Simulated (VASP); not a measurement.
# Si3Te in VASP: a series of runs, part 2 of 3

VASP 6.6.1. The steps go on from the part before.

### 3 Single point, PBE

This run uses another cell than the first one: it holds 8 atoms, not 4.

Contents of INCAR:

```
PREC     = Accurate       # precision mode
ENCUT    = 500            # plane-wave cutoff, eV
EDIFF    = 1E-6           # SCF threshold, eV
ISMEAR   = 0              # smearing method
SIGMA    = 0.2            # smearing width, eV
LREAL    = False          # projectors in reciprocal space
LASPH    = True           # aspherical terms in the spheres
NELM     = 120            # most SCF steps
ALGO     = Normal         # electronic algorithm
ISIF     = 2              # what is computed and relaxed
LWAVE    = False          # write WAVECAR
LCHARG   = True           # write CHGCAR
GGA      = PE             # functional
LELF     = True           # ELF
LVHAR    = True         
NBANDS   = 28             # bands
GGA_COMPAT= False
```

Contents of KPOINTS:

```
Automatic mesh
0
Gamma
  8 8 2
```

Contents of POSCAR:

```
Si3Te
1.0
    3.0824348028      0.0000000000      0.0000000000
    0.0000000000      3.0824348028      0.0000000000
    0.0000000000      0.0000000000     17.3651834176
Si Te
6 2
Direct
    0.0000000000      0.0000000000      0.2500000000
    0.0000000000      0.0000000000      0.7500000000
    0.5000000000      0.5000000000      0.1708586782
    0.5000000000      0.5000000000      0.6708586782
    0.5000000000      0.5000000000      0.3291413218
    0.5000000000      0.5000000000      0.8291413218
    0.0000000000      0.0000000000      0.0000000000
    0.0000000000      0.0000000000      0.5000000000
```

Potentials or basis: VASP PAW PBE potentials, release 64 (Si, Te).

Launch:

```sh
$ cat potpaw_PBE.64/Si/POTCAR potpaw_PBE.64/Te/POTCAR > POTCAR
$ mpirun -np 1 vasp_std > vasp.out
```

Wall time 3.1 min (1 thread of Intel Xeon 8259CL, shared host); peak memory 0.28 GiB.

The run converged. Its results:

```
Free energy            : -34.7147 eV
Pressure               : 0.3 GPa
Largest force          : 0.164 eV/Å
Band gap on the k mesh : zero (bands 18 and 19 overlap by 4.23 eV)
```

Forces on the atoms (eV/Å):
```
Si   0.000  0.000  0.000
Si   0.000  0.000  0.000
Si   0.000  0.000 -0.164
Si   0.000  0.000 -0.164
Si   0.000  0.000  0.164
Si   0.000  0.000  0.164
Te   0.000  0.000  0.000
Te   0.000  0.000  0.000
```

Stress tensor (GPa, compression positive):
```
-0.04  0.00  0.00
 0.00 -0.04  0.00
 0.00  0.00  1.02
```

Levels at points of the mesh, in eV from the Fermi level:
| k point | band 14 | band 15 | band 16 | band 17 | band 18 | band 19 | band 20 | band 21 | band 22 | band 23 |
| --- | --- | --- | --- | --- | --- | --- | --- | --- | --- | --- |
| (0.00, 0.00, 0.00) | 0.07 | 0.22 | 2.46 | 2.53 | 2.54 | 2.57 | 2.57 | 2.71 | 2.71 | 3.08 |
| (0.50, 0.00, 0.00) | -2.13 | -1.24 | -1.16 | 1.21 | 1.55 | 2.95 | 3.06 | 3.32 | 3.32 | 3.58 |
| (0.50, 0.50, 0.00) | -3.67 | -3.22 | -3.17 | -1.82 | -1.82 | -1.55 | -1.55 | -0.99 | -0.49 | -0.05 |
| (0.00, 0.00, 0.50) | 0.07 | 1.58 | 1.58 | 2.54 | 2.54 | 2.64 | 2.64 | 2.64 | 2.64 | 3.08 |
| (0.50, 0.00, 0.50) | -1.74 | -1.69 | -1.69 | 2.03 | 2.03 | 2.27 | 2.27 | 3.32 | 3.32 | 3.59 |
| (0.50, 0.50, 0.50) | -3.74 | -3.20 | -3.20 | -1.69 | -1.69 | -1.69 | -1.69 | -0.79 | -0.79 | 0.11 |

Caveat: spin-orbit coupling is left out, which moves the levels of the heavy elements.

### 4 Single point, PBE

This run uses another cell than the first one: it holds 8 atoms, not 4.

Contents of INCAR:

```
  ALGO = Normal
  EDIFF = 1E-6
  ENCUT = 500
  GGA = PE
  GGA_COMPAT = F
  ISIF = 2
  ISMEAR = 0
  LASPH = T
  LCHARG = F
  LREAL = F
  LWAVE = F
  NBANDS = 28
  NELM = 120
  PREC = Accurate
  SIGMA = 0.1
```

Contents of KPOINTS:

```
k-points
0
Gamma
  6 6 1
```

Contents of POSCAR:

```
Si3Te
1.0
    3.2224550995     -0.1220089840     -0.0197392422
    0.1235475433      3.2229884052     -0.0194096909
    0.2231136858      0.2921559860     16.1851367981
Si Te
6 2
Direct
    1.0069987582      0.0057133024      0.7499637794
   -0.0070391661      0.9942091226      0.2500497321
    0.5044111260      0.5011710296      0.8261587705
    0.4905343399      0.4896901376      0.3262425385
    0.5093561391      0.5100218540      0.6736903185
    0.4956287988      0.4989900942      0.1737958502
    0.4997012954      0.5003827406      1.0000868631
    0.5004087087      0.4998217190      0.5000121477
```

Potentials or basis: VASP PAW PBE potentials, release 64 (Si, Te).

Launch:

```sh
$ cat potpaw_PBE.64/Si/POTCAR potpaw_PBE.64/Te/POTCAR > POTCAR
$ mpirun -np 1 vasp_std > vasp.out
```

OUTCAR:

```text
EDIFF = 1E-6
   ENCUT = 500
   GGA = PE
   ISIF = 2
   ISMEAR = 0
   LASPH = T
   LREAL = F
   NELM = 120
   PREC = Accurate

 ion  position               nearest neighbor table
   1  0.007  0.006  0.750-   3 2.59   5 2.59   5 2.59   3 2.59   3 2.59   5 2.59   3 2.59   5 2.60

   2  0.993  0.994  0.250-   4 2.59   4 2.59   4 2.59   6 2.59   6 2.59   6 2.59   6 2.59   4 2.59

   3  0.504  0.501  0.826-   5 2.47   1 2.59   1 2.59   1 2.59   1 2.59   7 2.82
   4  0.491  0.490  0.326-   6 2.47   2 2.59   2 2.59   2 2.59   2 2.59   8 2.81
   5  0.509  0.510  0.674-   3 2.47   1 2.59   1 2.59   1 2.59   1 2.60   8 2.81
   6  0.496  0.499  0.174-   4 2.47   2 2.59   2 2.59   2 2.59   2 2.59   7 2.81
   7  0.500  0.500  0.000-   6 2.81   3 2.82
   8  0.500  0.500  0.500-   5 2.81   4 2.81

  LATTYP: Found a triclinic cell.
 ALAT       =    17.5022026037
 B/A-ratio  =     0.1842861724
 C/A-ratio  =     0.1842524920
 COS(alpha) =     0.0005072400
 COS(beta)  =     0.0066333752
 COS(gamma) =     0.3801757204

  Lattice vectors:

 A1 = (  -0.4702087724,  -6.7381327964, -16.1463174163)
 A2 = (  -0.1235475433,  -3.2229884052,   0.0194096909)
[... 191 lines left out ...]
  band No.  band energies     occupation
      1      -6.3470      2.00000
      2      -6.0569      2.00000
      3      -5.8528      2.00000
      4      -5.4007      2.00000
      5      -1.8474      2.00000
      6      -0.9564      2.00000
[... 609 lines left out ...]
     27      10.0862      0.00000
     28      10.1294      0.00000

------------------------ aborting loop because EDIFF is reached ----------------------------------------

  FORCE on cell =-STRESS in cart. coord.  units (eV):
  Direction    XX          YY          ZZ          XY          YZ          ZX
  --------------------------------------------------------------------------------------
  -------------------------------------------------------------------------------------
  Total        0.0529691      0.0162072     -0.3133740     -0.0303121     -0.0313324     -0.0192214
  in kB        0.5040322      0.1542213     -2.9819363     -0.2884369     -0.2981463     -0.1829032
  external PRESSURE =      -0.7745609 kB  Pullay stress =       0.0000000 kB

 VOLUME and BASIS-vectors are now :
 -----------------------------------------------------------------------------
  energy-cutoff  :      500.00
  volume of cell :      168.37
      direct lattice vectors                 reciprocal lattice vectors
     3.222455099 -0.122008984 -0.019739242     0.309846922 -0.011901861 -0.004056431
     0.123547543  3.222988405 -0.019409691     0.011693995  0.309788136 -0.005753152
     0.223113686  0.292155986 16.185136798     0.000391910  0.000356992  0.061773235

 POSITION                                       TOTAL-FORCE (eV/Angst)
 -----------------------------------------------------------------------------------
      0.19059      0.23667     12.13802         0.000330     -0.000288     -0.002157
      3.37839      3.15623      4.00819        -0.000413      0.000252     -0.003210
      1.87169      1.79509     13.35181        -0.001603     -0.000276     -0.023090
      1.71401      1.61373      5.26109         0.002840      0.003099     -0.021379
      1.85470      1.77847     10.88382        -0.000960     -0.000907      0.030842
      1.69757      1.59854      2.79344         0.000244     -0.001193      0.027121
      1.67211      1.55179     -0.01817         0.000379     -0.000539     -0.004972
      1.78586      1.69595      8.07319        -0.000817     -0.000149     -0.003154
 -----------------------------------------------------------------------------------
    total drift:                               -0.000003     -0.000009      0.000006

  FREE ENERGIE OF THE ION-ELECTRON SYSTEM (eV)
  ---------------------------------------------------
  free  energy   TOTEN  =       -35.5902573439 eV

  energy  without entropy=      -35.5780420690  energy(sigma->0) =      -35.58414971
```

OSZICAR:

```text
N       E                     dE             d eps       ncg     rms          rms(c)
DAV:   1     0.106517364286E+03    0.10652E+03   -0.13515E+04  1120   0.103E+03
DAV:   2    -0.288654821342E+02   -0.13538E+03   -0.12889E+03  1396   0.161E+02
DAV:   3    -0.371867960140E+02   -0.83213E+01   -0.80920E+01  1424   0.369E+01
DAV:   4    -0.373659652578E+02   -0.17917E+00   -0.17835E+00  1468   0.626E+00
DAV:   5    -0.373695022108E+02   -0.35370E-02   -0.35358E-02  1384   0.888E-01    0.117E+01
DAV:   6    -0.356533938243E+02    0.17161E+01   -0.46497E+00  1252   0.874E+00    0.787E+00
DAV:   7    -0.356198254553E+02    0.33568E-01   -0.90561E-01  1240   0.385E+00    0.642E+00
DAV:   8    -0.356027338908E+02    0.17092E-01   -0.17265E-01  1208   0.165E+00    0.645E-01
DAV:   9    -0.356033923542E+02   -0.65846E-03   -0.17885E-01  1404   0.105E+00    0.948E-01
DAV:  10    -0.355903736875E+02    0.13019E-01   -0.12092E-01  1464   0.777E-01    0.793E-01
DAV:  11    -0.355907530210E+02   -0.37933E-03   -0.14146E-02  1292   0.399E-01    0.363E-01
DAV:  12    -0.355903784746E+02    0.37455E-03   -0.37014E-03  1320   0.196E-01    0.250E-01
DAV:  13    -0.355902585475E+02    0.11993E-03   -0.85566E-04  1304   0.100E-01    0.785E-02
DAV:  14    -0.355902565434E+02    0.20041E-05   -0.12862E-04  1300   0.457E-02    0.266E-02
DAV:  15    -0.355902573439E+02   -0.80043E-06   -0.66173E-06  1348   0.107E-02
   1 F= -.35590257E+02 E0= -.35584150E+02  d E =-.122153E-01
```

It took 2.3 min on 1 thread of Intel Xeon 8259CL, shared host; peak memory 0.25 GiB.

What came out:

- Free energy: -35.5903 eV
- Pressure: -0.1 GPa
- Largest force: 0.031 eV/Å
- Band gap on the k mesh: zero (bands 18 and 19 overlap by 4.28 eV)

Forces in eV/Å, atoms in the order of the input:
```
Si   0.000  0.000 -0.002
Si   0.000  0.000 -0.003
Si  -0.002  0.000 -0.023
Si   0.003  0.003 -0.021
Si  -0.001 -0.001  0.031
Si   0.000 -0.001  0.027
Te   0.000 -0.001 -0.005
Te  -0.001  0.000 -0.003
```

Stress tensor (GPa, compression positive):
```
 0.05 -0.03 -0.02
-0.03  0.02 -0.03
-0.02 -0.03 -0.30
```

Caveat: the k points lie up to 0.39 Å⁻¹ apart, too coarse for converged energies and pressures of a metal; spin-orbit coupling is left out, which moves the levels of the heavy elements.

(Part 2 of 3 ends here.)
